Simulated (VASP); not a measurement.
# Cu (Pmmn) in VASP: single point with PBEsol

Aim: the single point of Cu with PBEsol.

Everything below comes from runs of VASP 6.6.1. Logs are shortened: lines on timing, memory, paths and dates and some standing lists are left out, and cuts for length are marked.

## 1. The cell of the first run

It takes space group Pmmn (No. 59, orthorhombic). The conventional cell has a = 2.556 Å, b = 3.615 Å, c = 10.475 Å, α = 90.00°, β = 90.00°, γ = 90.00°. Within 3.4 Å of Cu (site symmetry mm2) lie 12 Cu at 2.56 to 2.81 Å. Cu (site symmetry mm2) has 12 Cu at 2.56 to 2.81 Å within 3.4 Å. Within 3.4 Å of Cu (site symmetry mm2) lie 12 Cu at 2.56 Å. Within 3.4 Å of Cu (site symmetry mm2) lie 12 Cu at 2.56 Å.

## 2. Single point, PBEsol (the distance across one plane changed)

INCAR reads:

```
SYSTEM = Cu
PREC     = Accurate       ! precision mode
ENCUT    = 520            ! plane-wave cutoff, eV
EDIFF    = 1E-6           ! SCF threshold, eV
ISMEAR   = 0              ! smearing method
SIGMA    = 0.15           ! smearing width, eV
LREAL    = .FALSE.        ! projectors in reciprocal space
LASPH    = .TRUE.         ! aspherical terms in the spheres
NELM     = 60             ! most SCF steps
ALGO     = Fast           ! electronic algorithm
ISIF     = 2              ! what is computed and relaxed
LWAVE    = .FALSE.        ! write WAVECAR
LCHARG   = .FALSE.        ! write CHGCAR
GGA      = PS             ! functional
NBANDS   = 54             ! bands
```

KPOINTS reads:

```
Automatic mesh
0
G
  13 18 5
  0 0 0
```

POSCAR reads:

```
Cu
1.0
    3.6150000000      0.0000000000      0.0000000000
    0.0000000000      1.8075000000     -1.8075000000
    0.0000000000      7.4067766953      7.4067766953
Cu
8
Direct
    0.0000000000      0.0000000000      0.9151247943
    0.5000000000      0.5000000000      0.0610083196
    0.0000000000      0.0000000000      0.1830249589
    0.5000000000      0.5000000000      0.3050415981
    0.0000000000      0.0000000000      0.4270582374
    0.5000000000      0.5000000000      0.5490748766
    0.0000000000      0.0000000000      0.6710915158
    0.5000000000      0.5000000000      0.7931081551
```

Potentials or basis: VASP PAW PBE potentials, release 64 (Cu).

Started as:

```console
> cat potpaw_PBE.64/Cu/POTCAR > POTCAR
> mpirun -np 1 vasp_std > vasp.out
```

OUTCAR:

```text
SYSTEM = Cu
   PREC = Accurate
   ENCUT = 520
   EDIFF = 1E-6
   ISMEAR = 0
   LREAL = .FALSE.
   LASPH = .TRUE.
   NELM = 60
   ISIF = 2
   GGA = PS

 ion  position               nearest neighbor table
   1  0.000  0.000  0.915-   8 2.56   8 2.56   8 2.56   8 2.56   7 2.56   2 2.69   2 2.69   2 2.69
                             2 2.69
   2  0.500  0.500  0.061-   4 2.56   3 2.56   3 2.56   3 2.56   3 2.56   1 2.69   1 2.69   1 2.69
                             1 2.69
   3  0.000  0.000  0.183-   4 2.56   4 2.56   4 2.56   4 2.56   5 2.56   2 2.56   2 2.56   2 2.56
                             2 2.56
   4  0.500  0.500  0.305-   3 2.56   3 2.56   3 2.56   3 2.56   2 2.56   6 2.56   5 2.56   5 2.56
                             5 2.56   5 2.56
   5  0.000  0.000  0.427-   7 2.56   6 2.56   6 2.56   6 2.56   6 2.56   3 2.56   4 2.56   4 2.56
                             4 2.56   4 2.56
   6  0.500  0.500  0.549-   7 2.56   7 2.56   7 2.56   7 2.56   5 2.56   5 2.56   5 2.56   5 2.56
                             8 2.56   4 2.56
   7  0.000  0.000  0.671-   5 2.56   6 2.56   6 2.56   6 2.56   6 2.56   1 2.56   8 2.56   8 2.56
                             8 2.56   8 2.56
   8  0.500  0.500  0.793-   1 2.56   1 2.56   1 2.56   1 2.56   6 2.56   7 2.56   7 2.56   7 2.56
                             7 2.56

  LATTYP: Found a simple orthorhombic cell.
 ALAT       =     2.5561910140
 B/A-ratio  =     1.4142135624
 C/A-ratio  =     4.0978017678

  Lattice vectors:

 A1 = (   0.0000000000,  -1.8075000000,   1.8075000000)
 A2 = (   3.6150000000,   0.0000000000,   0.0000000000)
 A3 = (   0.0000000000,   7.4067766953,   7.4067766953)

Analysis of symmetry for initial positions (statically):
=====================================================================
 Subroutine PRICEL returns:
 Original cell was already a primitive cell.

 Routine SETGRP: Setting up the symmetry group for a
 simple orthorhombic supercell.

 Subroutine GETGRP returns: Found  8 space group operations
 (whereof  4 operations were pure point group operations)
 out of a pool of  8 trial point group operations.

The static configuration has the point symmetry C_2v.
 The point group associated with its full space group is D_2h.

Analysis of symmetry for dynamics (positions and initial velocities):
=====================================================================
 Subroutine PRICEL returns:
 Original cell was already a primitive cell.

 Routine SETGRP: Setting up the symmetry group for a
 simple orthorhombic supercell.

 Subroutine GETGRP returns: Found  8 space group operations
 (whereof  4 operations were pure point group operations)
 out of a pool of  8 trial point group operations.

The dynamic configuration has the point symmetry C_2v.
 The point group associated with its full space group is D_2h.

 Subroutine INISYM returns: Found  8 space group operations
 (whereof  4 operations are pure point group operations),
 and found     1 'primitive' translations

----------------------------------------------------------------------------------------

                                     Primitive cell

  volume of cell :      96.7934

  direct lattice vectors                    reciprocal lattice vectors
     3.615000000  0.000000000  0.000000000     0.276625173  0.000000000  0.000000000
     0.000000000  1.807500000 -1.807500000     0.000000000  0.276625173 -0.276625173
     0.000000000  7.406776695  7.406776695     0.000000000  0.067505748  0.067505748

  length of vectors
     3.615000000  2.556191014 10.474764056     0.276625173  0.391207071  0.095467544

  position of ions in fractional coordinates (direct lattice)
     0.000000000  0.000000000  0.915124794
     0.500000000  0.500000000  0.061008320
     0.000000000  0.000000000  0.183024959
     0.500000000  0.500000000  0.305041598
     0.000000000  0.000000000  0.427058237
     0.500000000  0.500000000  0.549074877
     0.000000000  0.000000000  0.671091516
     0.500000000  0.500000000  0.793108155

  ion indices of the primitive-cell ions
   primitive index   ion index
                 1           1
                 2           2
                 3           3
                 4           4
                 5           5
                 6           6
                 7           7
                 8           8

----------------------------------------------------------------------------------------

 KPOINTS: Automatic mesh

Automatic generation of k-mesh.
 Grid dimensions read from file:
 generate k-points for:   13   18    5

 Generating k-lattice:

  Cartesian coordinates                     Fractional coordinates (reciprocal lattice)
     0.021278859  0.000000000  0.000000000     0.076923077  0.000000000  0.000000000
     0.000000000  0.015368065 -0.015368065     0.000000000  0.055555556  0.000000000
     0.000000000  0.013501150  0.013501150     0.000000000  0.000000000  0.200000000

  Length of vectors
     0.021278859  0.021733726  0.019093509

  Shift w.r.t. Gamma in fractional coordinates (k-lattice)
     0.000000000  0.000000000  0.000000000

 Subroutine IBZKPT returns following result:
 ===========================================

 Found    210 irreducible k-points:

 Following reciprocal coordinates:
            Coordinates               Weight
  0.000000  0.000000  0.000000      1.000000
  0.076923  0.000000  0.000000      2.000000
  0.153846  0.000000  0.000000      2.000000
  0.230769  0.000000  0.000000      2.000000
  0.307692  0.000000  0.000000      2.000000
  0.384615  0.000000  0.000000      2.000000
[... 16 lines left out ...]
  0.076923  0.166667  0.000000      4.000000
  0.153846  0.166667  0.000000      4.000000
 [... further k-points ...]
   k-points           NKPTS =    210   k-points in BZ     NKDIM =    210   number of bands    NBANDS=     54
   number of dos      NEDOS =    301   number of ions     NIONS =      8
   total plane-waves  NPLWV =  44800
   dimension x,y,z NGX =    28 NGY =   20 NGZ =   80
   dimension x,y,z NGXF=    56 NGYF=   40 NGZF=  160
   ions per type =               8
   NGX,Y,Z   is equivalent  to a cutoff of  12.88, 13.01, 12.70 a.u.
   NGXF,Y,Z  is equivalent  to a cutoff of  25.75, 26.01, 25.39 a.u.
 SYSTEM =  Cu
   PREC   = accura    normal or accurate (medium, high low for compatibility)
   ISTART =      0    job   : 0-new  1-cont  2-samecut
   ICHARG =      2    charge: 1-file 2-atom 10-const
   ISPIN  =      1    spin polarized calculation?
   LNONCOLLINEAR =      F non collinear calculations
   LSORBIT =      F    spin-orbit coupling
   LASPH  =      T    aspherical Exc in radial PAW
   ENCUT  =  520.0 eV  38.22 Ry    6.18 a.u.   6.72  4.75 19.48*2*pi/ulx,y,z
   NELM   =     60;   NELMIN=  2; NELMDL= -5     # of ELM steps
   EDIFF  = 0.1E-05   stopping-criterion for ELM
   LREAL  =      F    real-space projection
   EDIFFG = 0.1E-04   stopping-criterion for IOM
   NSW    =      0    number of steps for IOM
   IBRION =     -1    ionic relax: 0-MD 1-quasi-New 2-CG
   NFREE  =      0    steps in history (QN), initial steepest desc. (CG)
   ISIF   =      2    stress and relaxation
   ISYM   =      2    0-nonsym 1-usesym 2-fastsym
   POTIM  = 0.5000    time-step for ionic-motion
   TEBEG  =    0.0;   TEEND  =   0.0 temperature during run
   PSTRESS=    0.0 pullay stress
   NELECT =      88.0000    total number of electrons
   NUPDOWN=      -1.0000    fix difference up-down
   EMIN   =  10.00;   EMAX   =-10.00  energy-range for DOS
   EFERMI =   0.00;   METHOD = LEGACY
   ISMEAR =     0;   SIGMA  =   0.15  broadening in eV -4-tet -1-fermi 0-gaus
   EFERMI_NEDOS =   21; number of points for ismear=-14 and -15
   IALGO  =     68    algorithm
   IMIX   =      4    mixing-type and parameters
     AMIX     =   0.40;   BMIX     =  1.00
     AMIX_MAG =   1.60;   BMIX_MAG =  1.00
  volume/ion in A,a.u.               =      12.10        81.65
  Fermi-wavevector in a.u.,A,eV,Ry     =   1.585941  2.996994 34.221506  2.515210
  Thomas-Fermi vector in A             =   2.685329
   LORBIT       =      0    0 simple, 1 ext, 2 COOP (PROOUT), +10 PAW based schemes
   GGA     = PS    functional components
   LHFCALC =     F    Hartree Fock is set to
   AEXX    =    0.0000 exact exchange contribution
   IVDW    =     0    specifies the selected vdW correction
   LEPSILON=     F    determine dielectric tensor
   LRPA    =     F    only Hartree local field effects (RPA)
 non-spin polarized calculation
 RMM-DIIS sequential band-by-band and
 Gauss-broadening in eV      SIGMA  =   0.15
  energy-cutoff  :      520.00
  volume of cell :       96.79
 maximum number of plane-waves:      2636
 NGX is ok and might be reduce to    28
   NGX = 13   NGY =  9   NGZ = 39

 number of electron      87.9999870 magnetization

 Free energy of the ion-electron system (eV)
  ---------------------------------------------------
  ext. energy  EPLUGINS =         0.00000000
  ---------------------------------------------------
  free energy    TOTEN  =       -34.21197082 eV

  energy without entropy =      -34.18329838  energy(sigma->0) =      -34.19763460

 E-fermi :   7.1034     XC(G=0): -12.7627

 val. band max:        7.0981680157   @ k =   0.3846   0.4444   0.0000
 cond. band min:       7.1080942595   @ k =   0.0769   0.2222   0.0000
 fundamental gap:      0.0099262438
 Fermi energy:         7.1034244970

 k-point     1 :       0.0000    0.0000    0.0000
  band No.  band energies     occupation
      1      -2.1335      2.00000
      2      -0.8219      2.00000
      3      -0.5732      2.00000
      4       2.3129      2.00000
      5       2.3651      2.00000
      6       2.4400      2.00000
[... 46 lines left out ...]
     53      14.9252      0.00000
     54      16.5120      0.00000

 k-point     2 :       0.0769    0.0000    0.0000
  band No.  band energies     occupation
      1      -2.0617      2.00000
      2      -0.7570      2.00000
      3      -0.5095      2.00000
      4       2.3098      2.00000
      5       2.3507      2.00000
      6       2.4147      2.00000
[... 1246 lines left out ...]
 k-point    24 :       0.1538    0.1667    0.0000
  band No.  band energies     occupation
      1      -1.1930      2.00000
      2       0.0408      2.00000
      3       0.2804      2.00000
      4       2.5578      2.00000
      5       2.6122      2.00000
      6       2.6259      2.00000
[... 46 lines left out ...]
     53      16.0781      0.00000
     54      16.7436      0.00000

 [... further k-points ...]

------------------------ aborting loop because EDIFF is reached ----------------------------------------

  FORCE on cell =-STRESS in cart. coord.  units (eV):
  Direction    XX          YY          ZZ          XY          YZ          ZX
  --------------------------------------------------------------------------------------
  -------------------------------------------------------------------------------------
  Total       -4.7827394     -4.8742599     -4.8742599      0.0000000     -0.8193255      0.0000000
  in kB      -79.1665000    -80.6813966    -80.6813966      0.0000000    -13.5619210      0.0000000
  external PRESSURE =     -80.1764311 kB  Pullay stress =       0.0000000 kB

 VOLUME and BASIS-vectors are now :
 -----------------------------------------------------------------------------
  energy-cutoff  :      520.00
  volume of cell :       96.79
      direct lattice vectors                 reciprocal lattice vectors
     3.615000000  0.000000000  0.000000000     0.276625173  0.000000000  0.000000000
     0.000000000  1.807500000 -1.807500000     0.000000000  0.276625173 -0.276625173
     0.000000000  7.406776695  7.406776695     0.000000000  0.067505748  0.067505748

 POSITION                                       TOTAL-FORCE (eV/Angst)
 -----------------------------------------------------------------------------------
      0.00000      6.77812      6.77812         0.000000      0.376530      0.376530
      1.80750      1.35562     -0.45188         0.000000     -0.376530     -0.376530
      0.00000      1.35563      1.35563         0.000000     -0.177159     -0.177159
      1.80750      3.16312      1.35562         0.000000     -0.022769     -0.022769
      0.00000      3.16313      3.16313         0.000000      0.007369      0.007369
      1.80750      4.97062      3.16312         0.000000     -0.007369     -0.007369
      0.00000      4.97062      4.97062         0.000000      0.022769      0.022769
      1.80750      6.77813      4.97063         0.000000      0.177159      0.177159
 -----------------------------------------------------------------------------------
    total drift:                                0.000000      0.000081      0.000081

  FREE ENERGIE OF THE ION-ELECTRON SYSTEM (eV)
  ---------------------------------------------------
  free  energy   TOTEN  =       -34.2119708194 eV

  energy  without entropy=      -34.1832983759  energy(sigma->0) =      -34.19763460
```

Wall time 21 min (1 thread of Oxide Virtual Turin-like, shared host); peak memory 0.71 GiB.

What came out:

```yaml
Free_energy: -34.2120 eV
Pressure: -8.0 GPa
Largest_force: 0.532 eV/Å
Band_gap_on_the_k_mesh: zero (bands 44 and 45 overlap by 3.48 eV)
```

Forces in eV/Å, atoms in the order of the input:
```
Cu   0.000  0.377  0.377
Cu   0.000 -0.377 -0.377
Cu   0.000 -0.177 -0.177
Cu   0.000 -0.023 -0.023
Cu   0.000  0.007  0.007
Cu   0.000 -0.007 -0.007
Cu   0.000  0.023  0.023
Cu   0.000  0.177  0.177
```

Stress tensor (GPa, compression positive):
```
-7.92  0.00  0.00
 0.00 -8.07 -1.36
 0.00 -1.36 -8.07
```

Caveat: the cell differs from its parent crystal (the distance across one plane changed); the cell stands under tension; the PAW data sets were made with another functional, which shifts forces and pressure a little.
